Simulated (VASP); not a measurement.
# AlGa3N4 (Cmm2) in VASP: single point with r2SCAN

Aim: the single point of AlGa3N4 with r2SCAN.

Everything below comes from runs of VASP 6.6.1. Logs are shortened: lines on timing, memory, paths and dates and some standing lists are left out, and cuts for length are marked.

## (1) The cell of the first run

Symmetry: Cmm2, No. 35, orthorhombic system. The conventional cell has a = 6.315 Å, b = 6.315 Å, c = 8.631 Å, α = 90.00°, β = 90.00°, γ = 90.00°. Al (site symmetry mm2) has 4 N at 1.89 Å within 2.5 Å. Within 2.5 Å of Al (site symmetry mm2) lie 4 N at 1.89 Å. Within 2.4 Å of Ga (site symmetry 2) lie 4 N at 1.79 to 1.95 Å. Ga (site symmetry 2) has 4 N at 1.95 Å within 2.6 Å. Ga (site symmetry mm2) has 4 N at 1.95 Å within 2.6 Å. Ga (site symmetry mm2) has 4 N at 1.95 Å within 2.6 Å. N (site symmetry m) has 1 Al at 1.89 Å and 3 Ga at 1.95 Å within 2.5 Å. Within 2.5 Å of N (site symmetry m) lie 1 Al at 1.89 Å and 3 Ga at 1.95 Å.

## (2) Single point, r2SCAN (the distance across one plane changed)

POSCAR reads:

```
AlGa3N4
1.0
    0.0000000000     -4.4653444451      0.0000000000
    0.0000000000      0.0000000000     -4.4653444451
    8.6306888901      0.0000000000      0.0000000000
Al Ga N
2 6 8
Direct
    0.0000000000      0.0000000000      0.8421391671
    0.0000000000      0.0000000000      0.3247593261
    0.5000000000      0.0000000000      0.0660694057
    0.5000000000      0.0000000000      0.5834492466
    0.0000000000      0.5000000000      0.0660694057
    0.0000000000      0.5000000000      0.5834492466
    0.5000000000      0.5000000000      0.8421391671
    0.5000000000      0.5000000000      0.3247593261
    0.2446489449      0.7553510551      0.1981828939
    0.2446489449      0.7553510551      0.7155627348
    0.7553510551      0.2446489449      0.1981828939
    0.7553510551      0.2446489449      0.7155627348
    0.2446489449      0.2446489449      0.9687155993
    0.2446489449      0.2446489449      0.4513357584
    0.7553510551      0.7553510551      0.9687155993
    0.7553510551      0.7553510551      0.4513357584
```

INCAR.step1 reads:

```
ALGO     = Normal         # electronic algorithm
EDIFF    = 1E-4           # SCF threshold, eV
ENCUT    = 520            # plane-wave cutoff, eV
GGA      = PE             # functional
ISMEAR   = 0              # smearing method
LASPH    = T              # aspherical terms in the spheres
LCHARG   = F              # write CHGCAR
LREAL    = Auto         
LWAVE    = T              # write WAVECAR
NBANDS   = 76             # bands
NELM     = 80             # most SCF steps
PREC     = Accurate       # precision mode
SIGMA    = 0.05           # smearing width, eV
```

INCAR.step2 reads:

```
ALGO     = Normal         # electronic algorithm
EDIFF    = 1E-6           # SCF threshold, eV
ENCUT    = 520            # plane-wave cutoff, eV
ISIF     = 2              # what is computed and relaxed
ISMEAR   = 0              # smearing method
ISTART   = 1            
LASPH    = T              # aspherical terms in the spheres
LCHARG   = T              # write CHGCAR
LELF     = T              # ELF
LMIXTAU  = T            
LREAL    = Auto         
LVHAR    = T            
LWAVE    = F              # write WAVECAR
METAGGA  = R2SCAN         # meta-GGA
NBANDS   = 76             # bands
NELM     = 80             # most SCF steps
PREC     = Accurate       # precision mode
SIGMA    = 0.05           # smearing width, eV
```

KPOINTS reads:

```
k-points
0
Gamma
  5 5 3
```

Potentials or basis: VASP PAW PBE potentials, release 64 (Al, Ga_d, N).

On the command line:

```console
$ cat potpaw_PBE.64/Al/POTCAR potpaw_PBE.64/Ga_d/POTCAR potpaw_PBE.64/N/POTCAR > POTCAR
$ cp INCAR.step1 INCAR
$ mpirun -np 1 vasp_std > vasp.out
$ cp INCAR.step2 INCAR
$ mpirun -np 1 vasp_std > vasp.out
```

OUTCAR:

```text
EDIFF = 1E-6
   ENCUT = 520
   ISIF = 2
   ISMEAR = 0
   ISTART = 1
   LASPH = T
   LREAL = Auto
   METAGGA = R2SCAN
   NELM = 80
   PREC = Accurate

 ion  position               nearest neighbor table
   1  0.000  0.000  0.842-  13 1.89  15 1.89  10 1.89  12 1.89   3 2.95   5 2.95   5 2.95   3 2.95

   2  0.000  0.000  0.325-   9 1.89  11 1.89  14 1.89  16 1.89
   3  0.500  0.000  0.066-  13 1.79  15 1.79   9 1.95  11 1.95   1 2.95   1 2.95
   4  0.500  0.000  0.583-  14 1.95  16 1.95  10 1.95  12 1.95
   5  0.000  0.500  0.066-  13 1.79  15 1.79   9 1.95  11 1.95   1 2.95   1 2.95
   6  0.000  0.500  0.583-  14 1.95  16 1.95  10 1.95  12 1.95
   7  0.500  0.500  0.842-  13 1.95  15 1.95  10 1.95  12 1.95
   8  0.500  0.500  0.325-   9 1.95  11 1.95  14 1.95  16 1.95
   9  0.245  0.755  0.198-   2 1.89   3 1.95   5 1.95   8 1.95
  10  0.245  0.755  0.716-   1 1.89   4 1.95   6 1.95   7 1.95
  11  0.755  0.245  0.198-   2 1.89   3 1.95   5 1.95   8 1.95
  12  0.755  0.245  0.716-   1 1.89   4 1.95   6 1.95   7 1.95
  13  0.245  0.245  0.969-   3 1.79   5 1.79   1 1.89   7 1.95
  14  0.245  0.245  0.451-   2 1.89   4 1.95   6 1.95   8 1.95
  15  0.755  0.755  0.969-   3 1.79   5 1.79   1 1.89   7 1.95
  16  0.755  0.755  0.451-   2 1.89   4 1.95   6 1.95   8 1.95

  LATTYP: Found a simple tetragonal cell.
 ALAT       =     4.4653444451
 C/A-ratio  =     1.9328159331

  Lattice vectors:

 A1 = (   0.0000000000,  -4.4653444451,   0.0000000000)
 A2 = (   0.0000000000,   0.0000000000,  -4.4653444451)
 A3 = (   8.6306888901,   0.0000000000,   0.0000000000)

Analysis of symmetry for initial positions (statically):
=====================================================================
 Subroutine PRICEL returns:
 Original cell was already a primitive cell.

 Routine SETGRP: Setting up the symmetry group for a
 simple tetragonal supercell.

 Subroutine GETGRP returns: Found  4 space group operations
 (whereof  4 operations were pure point group operations)
 out of a pool of 16 trial point group operations.

The static configuration has the point symmetry C_2v.

Analysis of symmetry for dynamics (positions and initial velocities):
=====================================================================
 Subroutine PRICEL returns:
 Original cell was already a primitive cell.

 Routine SETGRP: Setting up the symmetry group for a
 simple tetragonal supercell.

 Subroutine GETGRP returns: Found  4 space group operations
 (whereof  4 operations were pure point group operations)
 out of a pool of 16 trial point group operations.

The dynamic configuration has the point symmetry C_2v.

 Subroutine INISYM returns: Found  4 space group operations
 (whereof  4 operations are pure point group operations),
 and found     1 'primitive' translations

----------------------------------------------------------------------------------------

                                     Primitive cell

  volume of cell :     172.0899

  direct lattice vectors                    reciprocal lattice vectors
     0.000000000 -4.465344445  0.000000000     0.000000000 -0.223946890  0.000000000
     0.000000000  0.000000000 -4.465344445     0.000000000  0.000000000 -0.223946890
     8.630688890  0.000000000  0.000000000     0.115865606  0.000000000  0.000000000

  length of vectors
     4.465344445  4.465344445  8.630688890     0.223946890  0.223946890  0.115865606

  position of ions in fractional coordinates (direct lattice)
     0.000000000  0.000000000  0.842139167
     0.000000000  0.000000000  0.324759326
     0.500000000  0.000000000  0.066069406
     0.500000000  0.000000000  0.583449247
     0.000000000  0.500000000  0.066069406
     0.000000000  0.500000000  0.583449247
[... 8 lines left out ...]
     0.755351055  0.755351055  0.968715599
     0.755351055  0.755351055  0.451335758

  ion indices of the primitive-cell ions
   primitive index   ion index
                 1           1
                 2           2
                 3           3
                 4           4
                 5           5
                 6           6
[... 8 lines left out ...]
                15          15
                16          16

----------------------------------------------------------------------------------------

 KPOINTS: k-points

Automatic generation of k-mesh.
 Grid dimensions read from file:
 generate k-points for:    5    5    3

 Generating k-lattice:

  Cartesian coordinates                     Fractional coordinates (reciprocal lattice)
     0.000000000 -0.044789378  0.000000000     0.200000000  0.000000000  0.000000000
     0.000000000  0.000000000 -0.044789378     0.000000000  0.200000000  0.000000000
     0.038621869  0.000000000  0.000000000     0.000000000  0.000000000  0.333333333

  Length of vectors
     0.044789378  0.044789378  0.038621869

  Shift w.r.t. Gamma in fractional coordinates (k-lattice)
     0.000000000  0.000000000  0.000000000

 Subroutine IBZKPT returns following result:
 ===========================================

 Found     18 irreducible k-points:

 Following reciprocal coordinates:
            Coordinates               Weight
  0.000000  0.000000  0.000000      1.000000
  0.200000  0.000000  0.000000      4.000000
  0.400000  0.000000  0.000000      4.000000
  0.200000  0.200000  0.000000      2.000000
 -0.200000  0.200000  0.000000      2.000000
  0.400000  0.200000  0.000000      4.000000
[... 10 lines left out ...]
  0.400000  0.400000  0.333333      4.000000
 -0.400000  0.400000  0.333333      4.000000
   k-points           NKPTS =     18   k-points in BZ     NKDIM =     18   number of bands    NBANDS=     76
   number of dos      NEDOS =    301   number of ions     NIONS =     16
   total plane-waves  NPLWV =  82944
   dimension x,y,z NGX =    36 NGY =   36 NGZ =   64
   dimension x,y,z NGXF=    72 NGYF=   72 NGZF=  128
   ions per type =               2   6   8
   NGX,Y,Z   is equivalent  to a cutoff of  13.40, 13.40, 12.33 a.u.
   NGXF,Y,Z  is equivalent  to a cutoff of  26.81, 26.81, 24.66 a.u.
 SYSTEM =  unknown system
   PREC   = accura    normal or accurate (medium, high low for compatibility)
   ISTART =      1    job   : 0-new  1-cont  2-samecut
   ICHARG =      0    charge: 1-file 2-atom 10-const
   ISPIN  =      1    spin polarized calculation?
   LNONCOLLINEAR =      F non collinear calculations
   LSORBIT =      F    spin-orbit coupling
   LASPH  =      T    aspherical Exc in radial PAW
   ENCUT  =  520.0 eV  38.22 Ry    6.18 a.u.   8.30  8.30 16.05*2*pi/ulx,y,z
   NELM   =     80;   NELMIN=  2; NELMDL=  0     # of ELM steps
   EDIFF  = 0.1E-05   stopping-criterion for ELM
   LREAL  =      T    real-space projection
   EDIFFG = 0.1E-04   stopping-criterion for IOM
   NSW    =      0    number of steps for IOM
[... 5 lines left out ...]
   TEBEG  =    0.0;   TEEND  =   0.0 temperature during run
   PSTRESS=    0.0 pullay stress
   NELECT =     124.0000    total number of electrons
   NUPDOWN=      -1.0000    fix difference up-down
   EMIN   =  10.00;   EMAX   =-10.00  energy-range for DOS
   EFERMI =   0.00;   METHOD = LEGACY
   ISMEAR =     0;   SIGMA  =   0.05  broadening in eV -4-tet -1-fermi 0-gaus
   EFERMI_NEDOS =   21; number of points for ismear=-14 and -15
   IALGO  =     38    algorithm
   IMIX   =      4    mixing-type and parameters
     AMIX     =   0.40;   BMIX     =  1.00
     AMIX_MAG =   1.60;   BMIX_MAG =  1.00
  volume/ion in A,a.u.               =      10.76        72.58
  Fermi-wavevector in a.u.,A,eV,Ry     =   1.467676  2.773506 29.307950  2.154074
  Thomas-Fermi vector in A             =   2.583265
   LORBIT       =      0    0 simple, 1 ext, 2 COOP (PROOUT), +10 PAW based schemes
   METAGGA = R2SCAN    functional components
   LHFCALC =     F    Hartree Fock is set to
   AEXX    =    0.0000 exact exchange contribution
   IVDW    =     0    specifies the selected vdW correction
   LEPSILON=     F    determine dielectric tensor
   LRPA    =     F    only Hartree local field effects (RPA)
 non-spin polarized calculation
 Gauss-broadening in eV      SIGMA  =   0.05
  energy-cutoff  :      520.00
  volume of cell :      172.09
 maximum number of plane-waves:      4676
 NGX is ok and might be reduce to    36
   NGX = 17   NGY = 17   NGZ = 33

 number of electron     123.9999934 magnetization

 Free energy of the ion-electron system (eV)
  ---------------------------------------------------
  ext. energy  EPLUGINS =         0.00000000
  ---------------------------------------------------
  free energy    TOTEN  =      -168.35219266 eV

  energy without entropy =     -168.35219266  energy(sigma->0) =     -168.35219266

 E-fermi :   5.9912     XC(G=0): -12.5743

 val. band max:        5.7396138385   @ k =   0.0000   0.0000   0.0000
 cond. band min:       8.5033027669   @ k =   0.0000   0.0000   0.0000
 fundamental gap:      2.7636889284
 Fermi energy:         5.9912007572

 k-point     1 :       0.0000    0.0000    0.0000
  band No.  band energies     occupation
      1     -11.6887      2.00000
      2     -10.4879      2.00000
      3     -10.4853      2.00000
      4     -10.0802      2.00000
      5      -9.7761      2.00000
      6      -9.4696      2.00000
[... 66 lines left out ...]
     73      13.9935      0.00000
     74      14.2561      0.00000

 k-point     2 :       0.2000    0.0000    0.0000
  band No.  band energies     occupation
      1     -11.5474      2.00000
      2     -10.5619      2.00000
      3     -10.3955      2.00000
      4     -10.0189      2.00000
      5      -9.8147      2.00000
      6      -9.5050      2.00000
[... 66 lines left out ...]
     73      14.3143      0.00000
     74      14.5698      0.00000

 k-point     3 :       0.4000    0.0000    0.0000
  band No.  band energies     occupation
      1     -11.1952      2.00000
      2     -10.8013      2.00000
      3     -10.1728      2.00000
      4      -9.9429      2.00000
      5      -9.8647      2.00000
      6      -9.6332      2.00000
[... 1144 lines left out ...]
     73      14.2301      0.00000
     74      14.3819      0.00000

 k-point    18 :      -0.4000    0.4000    0.3333
  band No.  band energies     occupation
      1     -10.9262      2.00000
      2     -10.9037      2.00000
      3     -10.0435      2.00000
      4     -10.0073      2.00000
      5      -9.7948      2.00000
      6      -9.6260      2.00000
[... 66 lines left out ...]
     73      14.2173      0.00000
     74      14.3615      0.00000
 [bands above 74 left out]

------------------------ aborting loop because EDIFF is reached ----------------------------------------

  FORCE on cell =-STRESS in cart. coord.  units (eV):
  Direction    XX          YY          ZZ          XY          YZ          ZX
  --------------------------------------------------------------------------------------
  -------------------------------------------------------------------------------------
  Total       10.5441521     10.2535199     10.2535199      0.0000000     -5.2223375      0.0000000
  in kB       98.1673018     95.4614816     95.4614816      0.0000000    -48.6205792      0.0000000
  external PRESSURE =      96.3634217 kB  Pullay stress =       0.0000000 kB

 VOLUME and BASIS-vectors are now :
 -----------------------------------------------------------------------------
  energy-cutoff  :      520.00
  volume of cell :      172.09
      direct lattice vectors                 reciprocal lattice vectors
     0.000000000 -4.465344445  0.000000000     0.000000000 -0.223946890  0.000000000
     0.000000000  0.000000000 -4.465344445     0.000000000  0.000000000 -0.223946890
     8.630688890  0.000000000  0.000000000     0.115865606  0.000000000  0.000000000

 POSITION                                       TOTAL-FORCE (eV/Angst)
 -----------------------------------------------------------------------------------
      7.26824      0.00000      0.00000        -0.910898      0.000000     -0.000000
      2.80290      0.00000      0.00000        -0.356935      0.000000     -0.000000
      0.57022     -2.23267      0.00000         4.158039      0.000000     -0.000000
      5.03557     -2.23267      0.00000        -0.406157      0.000000     -0.000000
      0.57022      0.00000     -2.23267         4.158039      0.000000     -0.000000
      5.03557      0.00000     -2.23267        -0.406157      0.000000     -0.000000
[... 8 lines left out ...]
      8.36068     -3.37290     -3.37290        -3.874731     -0.111782     -0.111782
      3.89534     -3.37290     -3.37290         0.371625     -0.056529     -0.056529
 -----------------------------------------------------------------------------------
    total drift:                                0.008203     -0.000000     -0.000000

  FREE ENERGIE OF THE ION-ELECTRON SYSTEM (eV)
  ---------------------------------------------------
  free  energy   TOTEN  =      -168.3521926650 eV

  energy  without entropy=     -168.3521926650  energy(sigma->0) =     -168.35219266
```

It took 35 min on 1 thread of Intel Xeon 8259CL, shared host; peak memory 0.39 GiB.

What came out:

* Free energy: -168.3522 eV
* Pressure: 9.6 GPa
* Largest force: 4.158 eV/Å
* Band gap on the k mesh: 2.76 eV

Forces in eV/Å, atoms in the order of the input:
```
Al  -0.911  0.000  0.000
Al  -0.357  0.000  0.000
Ga   4.158  0.000  0.000
Ga  -0.406  0.000  0.000
Ga   4.158  0.000  0.000
Ga  -0.406  0.000  0.000
Ga  -0.957  0.000  0.000
Ga  -0.434  0.000  0.000
N    0.628  0.011 -0.011
N    0.453  0.056 -0.056
N    0.628 -0.011  0.011
N    0.453 -0.056  0.056
N   -3.875  0.112  0.112
N    0.372  0.057  0.057
N   -3.875 -0.112 -0.112
N    0.372 -0.057 -0.057
```

Caveat: the cell differs from its parent crystal (the distance across one plane changed); the cell stands under pressure; the PAW data sets were made with another functional, which shifts forces and pressure a little.
